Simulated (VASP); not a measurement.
**PtSe2: single point with PBE**

PtSe2:

```
Pt Se
1.0
     3.87296    0.00000    0.00000
    -1.93648    3.35408    0.00000
     0.00000    0.00000    5.46696
Pt Se
1 2
Direct
  0.00000 0.00000 0.00000
  0.33333 0.66667 0.25000
  0.66667 0.33333 0.75000
```

This cell differs from its parent crystal: strain +0.040 along x and y, +0.080 along z.

* Program: VASP 6.6.1
* Task: single point
* Functional: PBE
* Potentials or basis: VASP PAW PBE potentials, release 64 (Pt, Se)
* Cutoff: 520 eV
* k mesh: 12 × 12 × 10
* Occupations: gaussian, width 0.15 eV
* Spin: no spin polarisation

```
Pressure               : -8.0 GPa
Largest force          : 1.087 eV/Å
Band gap on the k mesh : zero (band 11 reaches 4.77 eV, above the bottom of band 12 at 4.48 eV)
```

Forces on the atoms (eV/Å):
```
Pt   0.000  0.000  0.000
Se   0.000  0.000 -1.087
Se   0.000  0.000  1.087
```

Stress tensor (GPa, compression positive):
```
-8.47  0.00  0.00
 0.00 -8.47  0.00
 0.00  0.00 -6.99
```

Levels at points of the mesh, in eV from the Fermi level:
```tsv
k point	band 8	band 9	band 10	band 11	band 12	band 13	band 14	band 15
(0.00, 0.00, 0.00)	-2.21	-0.79	-0.79	0.26	1.33	1.33	3.36	4.14
(0.50, 0.00, 0.00)	-2.78	-2.76	-2.71	-2.49	0.66	1.87	4.37	5.76
(0.00, 0.00, 0.50)	-2.41	-1.72	-1.10	-1.10	1.87	1.87	4.88	5.40
(0.50, 0.00, 0.50)	-2.76	-2.56	-2.19	-1.24	0.96	1.23	3.96	5.07
```

Run time: 2 min on 1 thread of Intel(R) Xeon(R) Platinum 8559C (Emerald Rapids), on a shared host, peak memory 0.34 GiB.

Caveat: the cell differs from its parent crystal (strain +0.040 along x and y, +0.080 along z); spin-orbit coupling is left out, which moves the levels of the heavy elements; forces of over 1 eV/Å act on the atoms, so gaps and moduli don't describe the material at rest.
